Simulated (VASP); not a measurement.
Here is a VASP 6.6.1 calculation.

File INCAR:

```
PREC = Accurate
ENCUT = 520
EDIFF = 1E-7
ISMEAR = -1
SIGMA = 0.05
LREAL = F
LASPH = T
NELM = 60
ALGO = Normal
ISIF = 2
LWAVE = F
LCHARG = T
GGA = CA
LELF = T
LVHAR = T
NBANDS = 12
```

The input KPOINTS:

```
regular mesh
0
Gamma
  12 12 12
```

Contents of POSCAR:

```
Zn
1.0
   -1.5049635437      1.5049635437      1.5049635437
    1.5049635437     -1.5049635437      1.5049635437
    1.5049635437      1.5049635437     -1.5049635437
Zn
1
Direct
    0.0000000000      0.0000000000      0.0000000000
```

Potentials or basis: VASP PAW LDA potentials, release 64 (Zn).

The run is started by

```bash
$ cat potpaw_LDA.64/Zn/POTCAR > POTCAR
$ mpirun -np 1 vasp_std > vasp.out
```

(1) What does it give for the band gap on the k mesh?

(2) What does it give for the pressure?

Results:

(1) zero (band 6 reaches 8.17 eV, above the bottom of band 7 at 3.01 eV).

(2) 0.6 GPa.
